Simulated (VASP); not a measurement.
HfO2:

```
Hf O
1.0
     5.29361    0.00000    0.00000
     0.00000    5.06908    0.00000
     0.00000    0.00000    5.10108
Hf O
4 8
Direct
  0.03259 0.26630 0.24001
  0.46741 0.26630 0.74001
  0.53259 0.73370 0.24001
  0.96741 0.73370 0.74001
  0.36542 0.06762 0.38315
  0.13458 0.06762 0.88315
  0.72922 0.46279 0.48984
  0.77078 0.46279 0.98984
  0.27078 0.53721 0.98984
  0.22922 0.53721 0.48984
  0.86542 0.93238 0.38315
  0.63458 0.93238 0.88315
```

- Program: VASP 6.6.1
- Task: relaxation of cell and atoms
- Functional: PBEsol
- Potentials or basis: VASP PAW PBE potentials, release 64 (Hf_pv, O)
- Cutoff: 600 eV
- k mesh: 4 × 4 × 4
- Occupations: fermi-dirac, width 0.02 eV
- Spin: no spin polarisation

At the start: pressure -10.6 GPa; volume 11.41 Å³/atom.

Task: How do energy, volume and symmetry change on relaxing?

Result: Over 25 steps the energy falls by 17.9 meV/atom and the volume is 10.87 Å³/atom (-4.7 %); space group Pca2_1 (No. 29, to 0.1 Å) before and after.

Step by step:
| step | energy change (eV) | largest force (eV/Å) | pressure (GPa) | volume (Å³) |
| --- | --- | --- | --- | --- |
| 1 | 0.0000 | 0.1066 | -10.60 | 136.88 |
| 2 | 0.3260 | 0.4715 | 20.83 | 122.47 |
| 3 | -0.2024 | 0.1418 | -0.23 | 131.14 |
| 4 | -0.2025 | 0.1450 | -0.03 | 131.02 |
| 5 | -0.2054 | 0.1331 | 0.00 | 130.90 |
| 6 | -0.2055 | 0.1122 | -0.01 | 130.91 |
| 7 | -0.2087 | 0.0780 | -0.03 | 130.84 |
| 8 | -0.2105 | 0.0526 | -0.07 | 130.66 |
| 9 | -0.2108 | 0.0442 | -0.07 | 130.70 |
| 10 | -0.2118 | 0.0361 | 0.14 | 130.58 |
| 11 | -0.2119 | 0.0461 | 0.22 | 130.53 |
| 12 | -0.2125 | 0.0336 | -0.17 | 130.69 |
| 13 | -0.2125 | 0.0380 | -0.20 | 130.71 |
| 14 | -0.2132 | 0.0311 | -0.08 | 130.63 |
| 15 | -0.2135 | 0.0408 | 0.06 | 130.54 |
| 16 | -0.2136 | 0.0467 | 0.10 | 130.51 |
| 17 | -0.2140 | 0.0386 | -0.08 | 130.57 |
| 18 | -0.2140 | 0.0485 | -0.12 | 130.59 |
| 19 | -0.2144 | 0.0190 | -0.02 | 130.51 |
| 20 | -0.2144 | 0.0207 | 0.03 | 130.46 |
| 21 | -0.2144 | 0.0199 | 0.03 | 130.47 |
| 22 | -0.2145 | 0.0081 | -0.04 | 130.49 |
| 23 | -0.2145 | 0.0050 | -0.05 | 130.49 |
| 24 | -0.2145 | 0.0063 | 0.07 | 130.43 |
| 25 | -0.2145 | 0.0017 | 0.01 | 130.46 |

Final structure:
```
Hf O
1.0
     5.20287    0.00000    0.00000
     0.00000    4.99635    0.00000
     0.00000    0.00000    5.01869
Hf O
4 8
Direct
  0.03331 0.26789 0.24223
  0.46669 0.26789 0.74223
  0.53331 0.73211 0.24223
  0.96669 0.73211 0.74223
  0.36799 0.07211 0.37959
  0.13201 0.07211 0.87959
  0.73503 0.45931 0.49118
  0.76497 0.45931 0.99118
  0.26497 0.54069 0.99118
  0.23503 0.54069 0.49118
  0.86799 0.92789 0.37959
  0.63201 0.92789 0.87959
```

Caveat: the PAW data sets were made with another functional, which shifts forces and pressure a little.
